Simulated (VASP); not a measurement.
# AgI: single point with r2SCAN

The system is AgI.

```
Ag I
1.0
     0.00000    3.18163    3.18163
     3.18163    0.00000    3.18163
     3.18163    3.18163    0.00000
Ag I
1 1
Direct
  0.00000 0.00000 0.00000
  0.25000 0.25000 0.25000
```

```
Program             : VASP 6.6.1
Task                : single point
Functional          : r2SCAN
Potentials or basis : VASP PAW PBE potentials, release 64 (Ag, I)
Cutoff              : 550 eV
k mesh              : 5 × 5 × 5
Occupations         : gaussian, width 0.01 eV
Spin                : no spin polarisation
```

```json
{
  "Pressure": "3.6 GPa",
  "Band gap on the k mesh": "1.79 eV"
}
```

Levels at points of the mesh, in eV from the valence-band top:
| k point | band 6 | band 7 | band 8 | band 9 | band 10 | band 11 | band 12 | band 13 |
| --- | --- | --- | --- | --- | --- | --- | --- | --- |
| (0.00, 0.00, 0.00) | -3.40 | 0.00 | 0.00 | 0.00 | 1.79 | 6.11 | 6.11 | 6.11 |

Run time: 77 s on 1 thread of Intel Xeon 8259CL, with other jobs on the host, peak memory 0.22 GiB.

Caveat: the cell stands under pressure; the PAW data sets were made with another functional, which shifts forces and pressure a little; spin-orbit coupling is left out, which moves the levels of the heavy elements. r2SCAN opens gaps a little over a GGA but as a rule still falls short of measured ones.
